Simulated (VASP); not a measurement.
# Li3Dy (Pm-3m) in VASP: a series of runs

Runs on Li3Dy. Level: PBE. Tasks: single point, relaxation of cell and atoms.

All numbers are computed with VASP 6.6.1; they aren't measurements. Logs are shortened: lines on timing, memory, paths and dates and some standing lists are left out, and cuts for length are marked.

## 1. The cell of the first run

It takes space group Pm-3m (No. 221, cubic). Conventional cell: a = 4.069 Å, b = 4.069 Å, c = 4.069 Å, α = 90.00°, β = 90.00°, γ = 90.00°. Li (site symmetry 4/mmm) has 2 Dy at 2.03 Å within 2.7 Å. Within 2.7 Å of Dy (site symmetry m-3m) lie 6 Li at 2.03 Å.

The cell was generated, and may not be a known phase.

## 2. Single point, PBE

Contents of INCAR:

```
SYSTEM = Li3Dy
PREC = Accurate ; ENCUT = 750
EDIFF = 1E-6 ; ISMEAR = 0
SIGMA = 0.1 ; LREAL = .FALSE.
LASPH = .TRUE. ; NELM = 200
ALGO = Normal ; ISIF = 2
LWAVE = .FALSE. ; LCHARG = .FALSE.
GGA = PE ; NBANDS = 17
GGA_COMPAT = .FALSE. ; LMAXMIX = 6
```

Contents of KPOINTS:

```
regular mesh
0
G
  4 4 4
  0 0 0
```

Contents of POSCAR:

```
Li3Dy
1.0
    4.0687461700      0.0000000000      0.0000000000
    0.0000000000      4.0687461700      0.0000000000
    0.0000000000      0.0000000000      4.0687461700
Li Dy
3 1
Direct
    0.5000000000      0.0000000000      0.0000000000
    0.0000000000      0.5000000000      0.0000000000
    0.0000000000      0.0000000000      0.5000000000
    0.0000000000      0.0000000000      0.0000000000
```

Potentials or basis: VASP PAW PBE potentials, release 64 (Li_sv, Dy_3), 4f in core.

The run is started by

```
cat potpaw_PBE.64/Li_sv/POTCAR potpaw_PBE.64/Dy_3/POTCAR > POTCAR
mpirun -np 1 vasp_std > vasp.out
```

OUTCAR:

```text
SYSTEM = Li3Dy
   PREC = Accurate
   ENCUT = 750
   EDIFF = 1E-6
   ISMEAR = 0
   LREAL = .FALSE.
   LASPH = .TRUE.
   NELM = 200
   ISIF = 2
   GGA = PE

 ion  position               nearest neighbor table
   1  0.500  0.000  0.000-   4 2.03   4 2.03
   2  0.000  0.500  0.000-   4 2.03   4 2.03
   3  0.000  0.000  0.500-   4 2.03   4 2.03
   4  0.000  0.000  0.000-   1 2.03   2 2.03   3 2.03   3 2.03   2 2.03   1 2.03

  LATTYP: Found a simple cubic cell.
 ALAT       =     4.0687461700

  Lattice vectors:

 A1 = (   4.0687461700,   0.0000000000,   0.0000000000)
 A2 = (   0.0000000000,   4.0687461700,   0.0000000000)
 A3 = (   0.0000000000,   0.0000000000,   4.0687461700)

Analysis of symmetry for initial positions (statically):
=====================================================================
 Subroutine PRICEL returns:
 Original cell was already a primitive cell.

 Routine SETGRP: Setting up the symmetry group for a
 simple cubic supercell.

 Subroutine GETGRP returns: Found 48 space group operations
 (whereof 48 operations were pure point group operations)
 out of a pool of 48 trial point group operations.

The static configuration has the point symmetry O_h .

Analysis of symmetry for dynamics (positions and initial velocities):
=====================================================================
 Subroutine PRICEL returns:
 Original cell was already a primitive cell.

 Routine SETGRP: Setting up the symmetry group for a
 simple cubic supercell.

 Subroutine GETGRP returns: Found 48 space group operations
 (whereof 48 operations were pure point group operations)
 out of a pool of 48 trial point group operations.

The dynamic configuration has the point symmetry O_h .

 Subroutine INISYM returns: Found 48 space group operations
 (whereof 48 operations are pure point group operations),
 and found     1 'primitive' translations

----------------------------------------------------------------------------------------

                                     Primitive cell

  volume of cell :      67.3569

  direct lattice vectors                    reciprocal lattice vectors
     4.068746170  0.000000000  0.000000000     0.245775961  0.000000000  0.000000000
     0.000000000  4.068746170  0.000000000     0.000000000  0.245775961  0.000000000
     0.000000000  0.000000000  4.068746170     0.000000000  0.000000000  0.245775961

  length of vectors
     4.068746170  4.068746170  4.068746170     0.245775961  0.245775961  0.245775961

  position of ions in fractional coordinates (direct lattice)
     0.500000000  0.000000000  0.000000000
     0.000000000  0.500000000  0.000000000
     0.000000000  0.000000000  0.500000000
     0.000000000  0.000000000  0.000000000

  ion indices of the primitive-cell ions
   primitive index   ion index
                 1           1
                 2           2
                 3           3
                 4           4

----------------------------------------------------------------------------------------

 KPOINTS: regular mesh

Automatic generation of k-mesh.
 Grid dimensions read from file:
 generate k-points for:    4    4    4

 Generating k-lattice:

  Cartesian coordinates                     Fractional coordinates (reciprocal lattice)
     0.061443990  0.000000000  0.000000000     0.250000000  0.000000000  0.000000000
     0.000000000  0.061443990  0.000000000     0.000000000  0.250000000  0.000000000
     0.000000000  0.000000000  0.061443990     0.000000000  0.000000000  0.250000000

  Length of vectors
     0.061443990  0.061443990  0.061443990

  Shift w.r.t. Gamma in fractional coordinates (k-lattice)
     0.000000000  0.000000000  0.000000000

 Subroutine IBZKPT returns following result:
 ===========================================

 Found     10 irreducible k-points:

 Following reciprocal coordinates:
            Coordinates               Weight
  0.000000  0.000000  0.000000      1.000000
  0.250000  0.000000  0.000000      6.000000
  0.500000  0.000000  0.000000      3.000000
  0.250000  0.250000  0.000000     12.000000
  0.500000  0.250000  0.000000     12.000000
  0.500000  0.500000  0.000000      3.000000
  0.250000  0.250000  0.250000      8.000000
  0.500000  0.250000  0.250000     12.000000
  0.500000  0.500000  0.250000      6.000000
  0.500000  0.500000  0.500000      1.000000
   k-points           NKPTS =     10   k-points in BZ     NKDIM =     10   number of bands    NBANDS=     17
   number of dos      NEDOS =    301   number of ions     NIONS =      4
   total plane-waves  NPLWV =  46656
   dimension x,y,z NGX =    36 NGY =   36 NGZ =   36
   dimension x,y,z NGXF=    72 NGYF=   72 NGZF=   72
   ions per type =               3   1
   NGX,Y,Z   is equivalent  to a cutoff of  14.71, 14.71, 14.71 a.u.
   NGXF,Y,Z  is equivalent  to a cutoff of  29.42, 29.42, 29.42 a.u.
 SYSTEM =  Li3Dy
   PREC   = accura    normal or accurate (medium, high low for compatibility)
   ISTART =      0    job   : 0-new  1-cont  2-samecut
   ICHARG =      2    charge: 1-file 2-atom 10-const
   ISPIN  =      1    spin polarized calculation?
   LNONCOLLINEAR =      F non collinear calculations
   LSORBIT =      F    spin-orbit coupling
   LASPH  =      T    aspherical Exc in radial PAW
   ENCUT  =  750.0 eV  55.12 Ry    7.42 a.u.   9.09  9.09  9.09*2*pi/ulx,y,z
   NELM   =    200;   NELMIN=  2; NELMDL= -5     # of ELM steps
   EDIFF  = 0.1E-05   stopping-criterion for ELM
   LREAL  =      F    real-space projection
[... 7 lines left out ...]
   TEBEG  =    0.0;   TEEND  =   0.0 temperature during run
   PSTRESS=    0.0 pullay stress
   NELECT =      18.0000    total number of electrons
   NUPDOWN=      -1.0000    fix difference up-down
   EMIN   =  10.00;   EMAX   =-10.00  energy-range for DOS
   EFERMI =   0.00;   METHOD = LEGACY
   ISMEAR =     0;   SIGMA  =   0.10  broadening in eV -4-tet -1-fermi 0-gaus
   EFERMI_NEDOS =   21; number of points for ismear=-14 and -15
   IALGO  =     38    algorithm
   IMIX   =      4    mixing-type and parameters
     AMIX     =   0.40;   BMIX     =  1.00
     AMIX_MAG =   1.60;   BMIX_MAG =  1.00
  volume/ion in A,a.u.               =      16.84       113.64
  Fermi-wavevector in a.u.,A,eV,Ry     =   1.054480  1.992679 15.128704  1.111928
  Thomas-Fermi vector in A             =   2.189642
   LORBIT       =      0    0 simple, 1 ext, 2 COOP (PROOUT), +10 PAW based schemes
   GGA     = PE    functional components
   LHFCALC =     F    Hartree Fock is set to
   AEXX    =    0.0000 exact exchange contribution
   IVDW    =     0    specifies the selected vdW correction
   LEPSILON=     F    determine dielectric tensor
   LRPA    =     F    only Hartree local field effects (RPA)
 non-spin polarized calculation
 Gauss-broadening in eV      SIGMA  =   0.10
  energy-cutoff  :      750.00
  volume of cell :       67.36
 maximum number of plane-waves:      3178
   NGX = 19   NGY = 19   NGZ = 19

 number of electron      17.9999988 magnetization

 Free energy of the ion-electron system (eV)
  ---------------------------------------------------
  ext. energy  EPLUGINS =         0.00000000
  ---------------------------------------------------
  free energy    TOTEN  =         1.77204972 eV

  energy without entropy =        1.79350096  energy(sigma->0) =        1.78277534

 E-fermi :   2.6299     XC(G=0):  -8.7846

 val. band max:        2.5649959861   @ k =   0.5000   0.2500   0.2500
 cond. band min:       2.6585196288   @ k =   0.5000   0.2500   0.0000
 fundamental gap:      0.0935236426
 Fermi energy:         2.6299029433

 k-point     1 :       0.0000    0.0000    0.0000
  band No.  band energies     occupation
      1     -46.0568      2.00000
      2     -46.0484      2.00000
      3     -46.0484      2.00000
      4     -22.2689      2.00000
      5     -22.2689      2.00000
      6     -22.2689      2.00000
[... 9 lines left out ...]
     16       9.8634      0.00000
     17       9.8634      0.00000

 k-point     2 :       0.2500    0.0000    0.0000
  band No.  band energies     occupation
      1     -46.0887      2.00000
      2     -46.0538      2.00000
      3     -46.0484      2.00000
      4     -22.2633      2.00000
      5     -22.2633      2.00000
      6     -22.1476      2.00000
[... 9 lines left out ...]
     16       7.8543      0.00000
     17      11.2037      0.00000

 k-point     3 :       0.5000    0.0000    0.0000
  band No.  band energies     occupation
      1     -46.1255      2.00000
      2     -46.0539      2.00000
      3     -46.0483      2.00000
      4     -22.2576      2.00000
      5     -22.2576      2.00000
      6     -22.0252      2.00000
[... 9 lines left out ...]
     16       7.2430      0.00000
     17      12.7455      0.00000

 k-point     4 :       0.2500    0.2500    0.0000
  band No.  band energies     occupation
      1     -46.0900      2.00000
      2     -46.0869      2.00000
      3     -46.0509      2.00000
      4     -22.2577      2.00000
      5     -22.1419      2.00000
      6     -22.1413      2.00000
[... 9 lines left out ...]
     16       8.7326      0.00000
     17      10.1591      0.00000

 k-point     5 :       0.5000    0.2500    0.0000
  band No.  band energies     occupation
      1     -46.1254      2.00000
      2     -46.0884      2.00000
      3     -46.0509      2.00000
      4     -22.2521      2.00000
      5     -22.1355      2.00000
      6     -22.0186      2.00000
[... 9 lines left out ...]
     16       9.3593      0.00000
     17      10.8929      0.00000

 k-point     6 :       0.5000    0.5000    0.0000
  band No.  band energies     occupation
      1     -46.1253      2.00000
      2     -46.1253      2.00000
      3     -46.0509      2.00000
      4     -22.2465      2.00000
      5     -22.0121      2.00000
      6     -22.0121      2.00000
[... 9 lines left out ...]
     16      11.4015      0.00000
     17      11.4062      0.00000

 k-point     7 :       0.2500    0.2500    0.2500
  band No.  band energies     occupation
      1     -46.0911      2.00000
      2     -46.0869      2.00000
      3     -46.0869      2.00000
      4     -22.1361      2.00000
      5     -22.1353      2.00000
      6     -22.1353      2.00000
[... 9 lines left out ...]
     16       9.9697      0.00000
     17       9.9851      0.00000

 k-point     8 :       0.5000    0.2500    0.2500
  band No.  band energies     occupation
      1     -46.1253      2.00000
      2     -46.0896      2.00000
      3     -46.0868      2.00000
      4     -22.1298      2.00000
      5     -22.1293      2.00000
      6     -22.0122      2.00000
[... 9 lines left out ...]
     16       8.6652      0.00000
     17       9.1217      0.00000

 k-point     9 :       0.5000    0.5000    0.2500
  band No.  band energies     occupation
      1     -46.1252      2.00000
      2     -46.1252      2.00000
      3     -46.0882      2.00000
      4     -22.1236      2.00000
      5     -22.0057      2.00000
      6     -22.0057      2.00000
[... 9 lines left out ...]
     16       8.9503      0.00000
     17      10.7024      0.00000

 k-point    10 :       0.5000    0.5000    0.5000
  band No.  band energies     occupation
      1     -46.1252      2.00000
      2     -46.1252      2.00000
      3     -46.1252      2.00000
      4     -21.9993      2.00000
      5     -21.9993      2.00000
      6     -21.9993      2.00000
[... 9 lines left out ...]
     16       7.1347      0.00000
     17      10.6618      0.00000

------------------------ aborting loop because EDIFF is reached ----------------------------------------

  FORCE on cell =-STRESS in cart. coord.  units (eV):
  Direction    XX          YY          ZZ          XY          YZ          ZX
  --------------------------------------------------------------------------------------
  -------------------------------------------------------------------------------------
  Total       12.5086377     12.5086377     12.5086377      0.0000000      0.0000000     -0.0000000
  in kB      297.5355106    297.5355106    297.5355106      0.0000000      0.0000000     -0.0000000
  external PRESSURE =     297.5355106 kB  Pullay stress =       0.0000000 kB

 VOLUME and BASIS-vectors are now :
 -----------------------------------------------------------------------------
  energy-cutoff  :      750.00
  volume of cell :       67.36
      direct lattice vectors                 reciprocal lattice vectors
     4.068746170  0.000000000  0.000000000     0.245775961  0.000000000  0.000000000
     0.000000000  4.068746170  0.000000000     0.000000000  0.245775961  0.000000000
     0.000000000  0.000000000  4.068746170     0.000000000  0.000000000  0.245775961

 POSITION                                       TOTAL-FORCE (eV/Angst)
 -----------------------------------------------------------------------------------
      2.03437      0.00000      0.00000         0.000000      0.000000      0.000000
      0.00000      2.03437      0.00000         0.000000      0.000000      0.000000
      0.00000      0.00000      2.03437         0.000000      0.000000      0.000000
      0.00000      0.00000      0.00000         0.000000      0.000000      0.000000
 -----------------------------------------------------------------------------------
    total drift:                                0.000000      0.000000     -0.000000

  FREE ENERGIE OF THE ION-ELECTRON SYSTEM (eV)
  ---------------------------------------------------
  free  energy   TOTEN  =         1.7720497217 eV

  energy  without entropy=        1.7935009630  energy(sigma->0) =        1.78277534
```

Wall time 18 s (1 thread of Intel Xeon Platinum 8488C (Sapphire Rapids), shared host); peak memory 0.21 GiB.

Results:

```
Free energy            : 1.7720 eV
Pressure               : 29.8 GPa
Band gap on the k mesh : zero (bands 9 and 10 overlap by 1.54 eV)
```

Levels at points of the mesh, in eV from the Fermi level:
```tsv
k point	band 7	band 8	band 9	band 10	band 11	band 12
(0.00, 0.00, 0.00)	-3.83	1.02	1.02	1.41	1.41	1.41
(0.50, 0.00, 0.00)	-1.80	-1.69	-0.52	-0.52	0.39	1.55
(0.50, 0.50, 0.00)	-3.14	-0.28	-0.28	0.07	0.13	0.39
(0.50, 0.50, 0.50)	-2.69	-2.69	-2.69	0.20	0.20	1.08
```

Caveat: the k points lie up to 0.39 Å⁻¹ apart, too coarse for converged energies and pressures of a metal; spin-orbit coupling is left out, which moves the levels of the heavy elements; the 4f electrons are frozen in the core, so they carry no moment and show no levels.

## 3. Relaxation of cell and atoms, PBE

Contents of INCAR:

```
SYSTEM = Li3Dy
PREC = Accurate ; ENCUT = 750
EDIFF = 1E-7 ; ISMEAR = 0
SIGMA = 0.1 ; LREAL = .FALSE.
LASPH = .TRUE. ; NELM = 200
ALGO = Normal ; ISIF = 3
LWAVE = .FALSE. ; LCHARG = .FALSE.
GGA = PE ; IBRION = 2
NSW = 90 ; EDIFFG = -0.04
GGA_COMPAT = .FALSE. ; NELMIN = 4
LMAXMIX = 6
```

Contents of KPOINTS:

```
Automatic mesh
0
G
  4 4 4
  0 0 0
```

POSCAR is that of step 2.

Potentials or basis: VASP PAW PBE potentials, release 64 (Li_sv, Dy_3), 4f in core.

The run is started by

```
cat potpaw_PBE.64/Li_sv/POTCAR potpaw_PBE.64/Dy_3/POTCAR > POTCAR
mpirun -np 1 vasp_std > vasp.out
```

Run time: 52 s. Hardware: 1 thread of Intel Xeon Platinum 8488C (Sapphire Rapids), shared host; peak memory 0.21 GiB.

It converged, with:

- Free energy: -4.1616 eV
- Relaxed volume: 44.89 Å³/atom
- Relaxed cell: a = 5.642 Å, b = 5.642 Å, c = 5.642 Å, α = 90.00°, β = 90.00°, γ = 90.00°
- Space group after relaxing (to 0.1 Å): Pm-3m (No. 221)
- Energy gained by relaxing: 1483.4 meV/atom
- Ionic steps: 4
- Pressure after relaxing: 0.1 GPa
- Band gap on the k mesh: zero (bands 9 and 10 overlap by 0.57 eV)

Step by step:
```
step  energy change (eV)  largest force (eV/Å)  pressure (GPa)  volume (Å³)
   1              0.0000                0.0000           29.74        67.36
   2             -4.0179                0.0000           10.56       102.66
   3             -5.8230                0.0000            1.69       157.97
   4             -5.9337                0.0000            0.05       179.55
```

Final structure:
```yaml
crystal:
  lattice:
    - [5.64150, 0.00000, 0.00000]
    - [0.00000, 5.64150, 0.00000]
    - [0.00000, 0.00000, 5.64150]
  atoms:
    - { symbol: Li, position: [0.50000, 0.00000, 0.00000] }
    - { symbol: Li, position: [0.00000, 0.50000, 0.00000] }
    - { symbol: Li, position: [0.00000, 0.00000, 0.50000] }
    - { symbol: Dy, position: [0.00000, 0.00000, 0.00000] }
```

Levels at points of the mesh, in eV from the Fermi level:
| k point | band 5 | band 6 | band 7 | band 8 | band 9 | band 10 | band 11 | band 12 | band 13 |
| --- | --- | --- | --- | --- | --- | --- | --- | --- | --- |
| (0.00, 0.00, 0.00) | -24.60 | -24.60 | -2.93 | 0.02 | 0.02 | 1.03 | 1.03 | 1.03 | 1.06 |
| (0.50, 0.00, 0.00) | -24.60 | -24.60 | -2.47 | -0.79 | 0.12 | 0.17 | 0.39 | 0.39 | 1.07 |
| (0.50, 0.50, 0.00) | -24.60 | -24.60 | -2.04 | -0.61 | -0.08 | -0.08 | 0.21 | 0.46 | 0.46 |
| (0.50, 0.50, 0.50) | -24.60 | -24.60 | -1.73 | -0.45 | -0.45 | -0.45 | 0.23 | 0.23 | 0.85 |

Caveat: the k points lie up to 0.28 Å⁻¹ apart in the final cell, too coarse for converged energies and pressures of a metal; the volume moved by over 15 % at a fixed basis, so the end points are rough; spin-orbit coupling is left out, which moves the levels of the heavy elements; the 4f electrons are frozen in the core, so they carry no moment and show no levels.

The gap in the log of VASP goes by the Fermi energy; the results here count the filled bands.